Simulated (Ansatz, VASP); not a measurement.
InReS4: VASP beside Ansatz

```
CELL_PARAMETERS angstrom
0.00000 3.78785 3.78785
3.78785 0.00000 3.78785
3.78785 3.78785 0.00000
ATOMIC_POSITIONS crystal
In 0.25000 0.25000 0.25000
Re 0.50000 0.50000 0.50000
S 0.87188 0.38436 0.87188
S 0.87188 0.87188 0.87188
S 0.87188 0.87188 0.38436
S 0.38436 0.87188 0.87188
```

Change from the starting cell: species swapped into the TbHoFe4 type (F-43m, No. 216).

Alike in both runs: functional PBE; k mesh 4 × 4 × 4; occupations gaussian, width 0.1 eV; collinear spin.

Ansatz relaxed the structure, and its values are those at the end. VASP's run is a single point on that final structure, the one shown.

|  | VASP | Ansatz |
| --- | --- | --- |
| version | VASP 6.6.1 | Ansatz 0.2.0 |
| potentials or method | VASP PAW PBE potentials, release 64 (In_d, Re, S), cutoff 520 eV | scalar-relativistic, plane waves, PAW |
| valence electrons in the cell | 44 | 52 |

VASP gave:

| Property | Result |
| --- | --- |
| gap on the k mesh at the Fermi level (eV) | none |
| pressure (GPa) | -3.4 |
| rms of the force components (eV/Å) | 0.071 |
| net moment per atom (μB) | 0.08 |
| size of the moment on the site where the two differ most (μB) | 0.55 |

**Question.** Which values does Ansatz return?

**Answer.** gap on the k mesh at the Fermi level (eV): none; pressure (GPa): 0.1; rms of the force components (eV/Å): 0.004; net moment per atom (μB): 0.51; size of the moment on the site where the two differ most (μB): 2.60.

The net moments are unlike, so the other rows may belong to different states. Site moments also hang on the region over which each program counts them. A gap of «none» marks a metal or a gap that the smearing closes. VASP's potentials hold 44 valence electrons a cell and Ansatz's 52, so a difference there can come from the potentials and not from the codes.

Spin-orbit coupling is off throughout.
